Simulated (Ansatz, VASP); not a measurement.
InAs: VASP beside Ansatz

```
In As
1.0
     0.00000    3.01302    3.01302
     3.01302    0.00000    3.01302
     3.01302    3.01302    0.00000
In As
1 1
Direct
  0.25000 0.25000 0.25000
  0.00000 0.00000 0.00000
```

Alike in both runs: functional LDA; k mesh 10 × 10 × 10; occupations gaussian, width 0.1 eV; no spin polarisation.

Ansatz relaxed the structure, and its values are those at the end. VASP's run is a single point on that final structure, the one shown.

|  | VASP | Ansatz |
| --- | --- | --- |
| version | VASP 6.6.1 | Ansatz 0.2.0 |
| potentials or method | VASP PAW LDA potentials, release 64 (In_d, As), cutoff 520 eV | scalar-relativistic, plane waves, PAW |
| valence electrons in the cell | 18 | 28 |

```tsv
	VASP	Ansatz	Ansatz less VASP
gap on the k mesh at the Fermi level (eV)	none	none	-
pressure (GPa)	0.1	0.0	-0.15
```

Ansatz warns that its potentials were made for another functional, while VASP's fit it. LDA's correlation is that of Perdew and Zunger in VASP and of Perdew and Wang (1992) in Ansatz. A gap of «none» marks a metal or a gap that the smearing closes. VASP's potentials hold 18 valence electrons a cell and Ansatz's 28, so a difference there can come from the potentials and not from the codes.
